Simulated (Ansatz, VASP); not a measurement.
# Two plane-wave programs on CoO

INCAR

```
SYSTEM = CoO
PREC = Accurate ; ENCUT = 600
EDIFF = 1E-7 ; ISMEAR = 0
SIGMA = 0.02 ; LREAL = .False.
LASPH = .True. ; NELM = 150
ALGO = Normal ; ISIF = 3
LWAVE = .False. ; LCHARG = .False.
LMAXMIX = 4 ; LDAU = .True.
LDAUTYPE = 2 ; LDAUL = 2 -1
LDAUU = 3.32 0 ; LDAUJ = 0 0
LDAUPRINT = 1 ; GGA = PE
IBRION = 2 ; NSW = 80
EDIFFG = -0.01
```

KPOINTS

```
regular mesh
0
Gamma
  10 10 10
  0 0 0
```

The input POSCAR:

```
CoO
1.0
    2.6612513074      0.0000000000      0.0000000000
    0.0000000000      2.6612513074      0.0000000000
    0.0000000000      0.0000000000      2.6612513074
Co O
1 1
Direct
    0.0000000000      0.0000000000      0.0000000000
    0.5000000000      0.5000000000      0.5000000000
```

Input for Ansatz:

```yaml
crystal:
  lattice:
    - [2.6612513074, 0.0, 0.0]
    - [0.0, 2.6612513074, 0.0]
    - [0.0, 0.0, 2.6612513074]
  atoms:
    - { symbol: Co, position: [0.0, 0.0, 0.0] }
    - { symbol: O, position: [0.5, 0.5, 0.5] }
basis:
  ecutwfc: 420
kpoints:
  mp_grid: { grid: [10, 10, 10] }
hamiltonian:
  xc: pbe
  hubbard: { sites: [{ species: Co, l: d, u_eff: 3.32 }] }
scf:
  occupations: { method: gaussian, width: 0.02 }
output:
  forces: true
  stress: true
  eigenvalues: true
relax:
  adjacent_minimum: "off"
  f_tol: 0.01
  max_steps: 60
  cell: { stress_tol: 0.05 }
```

Alike in both runs: task relaxation of cell and atoms; functional PBE; k mesh 10 × 10 × 10; occupations gaussian, width 0.02 eV; no spin polarisation; Hubbard terms Co d U = 3.32 eV.

```csv
,VASP,Ansatz
version,VASP 6.6.1,Ansatz 0.2.0
potentials or method,"VASP PAW PBE potentials, release 64 (Co, O), cutoff 600 eV","scalar-relativistic, plane waves, PAW"
valence electrons in the cell,15,23
```

```tsv
	VASP	Ansatz	Ansatz less VASP
gap on the k mesh at the Fermi level, each at its own relaxed structure (eV)	none	none	-
relaxed volume (Å³/atom)	8.22	8.43	+0.208
relaxed cell length with the largest relative difference (Å)	2.543	2.564	+0.0213
```

The programs project onto different local orbitals, so the same U acts differently, and such runs can settle in different states. A gap of «none» marks a metal or a gap that the smearing closes. VASP's potentials hold 15 valence electrons a cell and Ansatz's 23, so a difference there can come from the potentials and not from the codes. Ansatz's warnings: filled band counts differ across k points.
